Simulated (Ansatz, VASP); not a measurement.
HgTe in VASP and in Ansatz

The input INCAR:

```
SYSTEM = HgTe
  ALGO = Normal
  EDIFF = 1E-6
  ENCUT = 500
  GGA = PS
  GGA_COMPAT = .False.
  ISIF = 2
  ISMEAR = -1
  LASPH = .True.
  LCHARG = .False.
  LREAL = .False.
  LWAVE = .False.
  NBANDS = 26
  NELM = 120
  PREC = Accurate
  SIGMA = 0.02
```

Contents of KPOINTS:

```
k-points
0
Gamma
  6 6 2
  0 0 0
```

Contents of POSCAR:

```
HgTe
1.0
    4.6426044299      0.0000000000      0.0000000000
   -2.3213022150      4.0206133760      0.0000000000
    0.0000000000      0.0000000000      7.6245015987
Hg Te
2 2
Direct
    0.3333333333      0.6666666667      0.0004981612
    0.6666666667      0.3333333333      0.5004981612
    0.3333333333      0.6666666667      0.3745018388
    0.6666666667      0.3333333333      0.8745018388
```

Input for Ansatz:

```yaml
crystal:
  lattice:
    - [4.6426044299, 0.0, 0.0]
    - [-2.321302215, 4.020613376, 0.0]
    - [0.0, 0.0, 7.6245015987]
  atoms:
    - { symbol: Hg, position: [0.3333333333, 0.6666666667, 0.0004981612] }
    - { symbol: Hg, position: [0.6666666667, 0.3333333333, 0.5004981612] }
    - { symbol: Te, position: [0.3333333333, 0.6666666667, 0.3745018388] }
    - { symbol: Te, position: [0.6666666667, 0.3333333333, 0.8745018388] }
kpoints:
  mp_grid: { grid: [6, 6, 2] }
hamiltonian:
  xc: pbesol
scf:
  occupations: { method: fermi_dirac, width: 0.02 }
  n_extra_bands: 24
output:
  forces: true
  stress: true
  eigenvalues: true
```

Alike in both runs: task single point; functional PBEsol; k mesh 6 × 6 × 2; occupations fermi-dirac, width 0.02 eV; no spin polarisation.

|  | VASP | Ansatz |
| --- | --- | --- |
| version | VASP 6.6.1 | Ansatz 0.2.0 |
| potentials or method | VASP PAW PBE potentials, release 64 (Hg, Te) | plane waves |
| plane-wave cutoff (eV) | 500 | 420 |
| valence electrons in the cell | 36 | 72 |

|  | VASP | Ansatz | Ansatz less VASP |
| --- | --- | --- | --- |
| pressure (GPa) | -1.1 | -1.2 | -0.10 |
| traceless stress, the component that is largest in VASP (GPa) | -0.09 | -0.09 | -0.001 |
| rms of the force components (eV/Å) | 0.004 | 0.003 | -0.0007 |

VASP's potentials were made for PBE, not for PBEsol. Atom by atom the forces differ by 0.001 eV/Å (rms over components). VASP's potentials hold 36 valence electrons a cell and Ansatz's 72, so a difference there can come from the potentials and not from the codes.

The k mesh is coarse, so the values compare programs but aren't converged. Neither program's run includes spin-orbit coupling.
